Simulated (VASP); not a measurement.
Crystal: Bi.

```
Bi
1.0
     0.00000    2.62286    2.62286
     2.62286    0.00000    2.62286
     2.62286    2.62286    0.00000
Bi
1
Direct
  0.00000 0.00000 0.00000
```

```yaml
Program: VASP 6.6.1
Task: relaxation of cell and atoms
Functional: PBE
Potentials_or_basis: VASP PAW PBE potentials, release 64 (Bi_d)
Cutoff: 600 eV
k_mesh: 6 × 6 × 6
Occupations: gaussian, width 0.1 eV
Spin: no spin polarisation
```

At the start: pressure -5.3 GPa; volume 36.09 Å³/atom.

Problem. Where does the relaxation end?

Solution. Over 3 steps the energy falls by 83.2 meV/atom and the volume is 31.63 Å³/atom (-12.4 %); space group Fm-3m (No. 225, to 0.05 Å).

Step by step:
| step | energy change (eV) | largest force (eV/Å) | pressure (GPa) | volume (Å³) |
| --- | --- | --- | --- | --- |
| 1 | 0.0000 | 0.0000 | -5.27 | 36.09 |
| 2 | -0.0717 | 0.0000 | 2.75 | 30.23 |
| 3 | -0.0832 | 0.0000 | 0.05 | 31.63 |

Final structure:
```
Bi
1.0
     0.00000    2.51005    2.51005
     2.51005    0.00000    2.51005
     2.51005    2.51005    0.00000
Bi
1
Direct
  0.00000 0.00000 0.00000
```
